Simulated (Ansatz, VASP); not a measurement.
Al2O3 in VASP and in Ansatz

File INCAR:

```
SYSTEM = Al2O3
ALGO = Normal ; EDIFF = 1E-6
EDIFFG = -0.005 ; ENCUT = 600
GGA = PE ; IBRION = 2
ISIF = 3 ; ISMEAR = 0
LASPH = .True. ; LCHARG = .False.
LREAL = .False. ; LWAVE = .False.
NELM = 80 ; NSW = 80
PREC = Accurate ; SIGMA = 0.01
```

The input KPOINTS:

```
k-points
0
Gamma
  7 7 7
  0 0 0
```

The input POSCAR:

```
Al2O3
1.0
    2.4025136000      1.3870919000      4.3720844000
   -2.4025136000      1.3870919000      4.3720844000
    0.0000000000     -2.7741838000      4.3720844000
Al O
4 6
Direct
    0.6479040000      0.6479040000      0.6479040000
    0.8520960000      0.8520960000      0.8520960000
    0.1479040000      0.1479040000      0.1479040000
    0.3520960000      0.3520960000      0.3520960000
    0.4438545000      0.0561455000      0.7500000000
    0.9438545000      0.2500000000      0.5561455000
    0.0561455000      0.7500000000      0.4438545000
    0.7500000000      0.4438545000      0.0561455000
    0.2500000000      0.5561455000      0.9438545000
    0.5561455000      0.9438545000      0.2500000000
```

Input for Ansatz:

```yaml
crystal:
  lattice:
    - [2.4025136, 1.3870919, 4.3720844]
    - [-2.4025136, 1.3870919, 4.3720844]
    - [0.0, -2.7741838, 4.3720844]
  atoms:
    - { symbol: Al, position: [0.647904, 0.647904, 0.647904] }
    - { symbol: Al, position: [0.852096, 0.852096, 0.852096] }
    - { symbol: Al, position: [0.147904, 0.147904, 0.147904] }
    - { symbol: Al, position: [0.352096, 0.352096, 0.352096] }
    - { symbol: O, position: [0.4438545, 0.0561455, 0.75] }
    - { symbol: O, position: [0.9438545, 0.25, 0.5561455] }
    - { symbol: O, position: [0.0561455, 0.75, 0.4438545] }
    - { symbol: O, position: [0.75, 0.4438545, 0.0561455] }
    - { symbol: O, position: [0.25, 0.5561455, 0.9438545] }
    - { symbol: O, position: [0.5561455, 0.9438545, 0.25] }
basis:
  ecutwfc: 420
  xc_grid: 2
hamiltonian:
  xc: pbe
  pseudopotentials: { kind: paw, azcp: { folder: soft_1 } }
kpoints:
  mp_grid: { grid: [7, 7, 7] }
scf:
  occupations: { method: fixed }
  max_iter: 100
relax:
  f_tol: 0.005
  max_steps: 60
  cell: {}
output:
  forces: true
  stress: true
checkpoint:
  write: "../cell.run"
  compress: false
  write_wavefunctions: false
  write_every: 100000
```

Alike in both runs: task relaxation of cell and atoms; functional PBE; k mesh 7 × 7 × 7; no spin polarisation.

|  | VASP | Ansatz |
| --- | --- | --- |
| version | VASP 6.6.1 | Ansatz 0.2.0 |
| potentials or method | VASP PAW PBE potentials, release 64 (Al, O), cutoff 600 eV | plane-wave PAW DFT |
| occupations | gaussian, width 0.01 eV | fixed |
| valence electrons in the cell | 48 | 48 |

```csv
,VASP,Ansatz,Ansatz less VASP
relaxed volume (Å³/atom),8.74,8.76,+0.014
relaxed cell length with the largest relative difference (Å),5.178,5.181,+0.0030
```
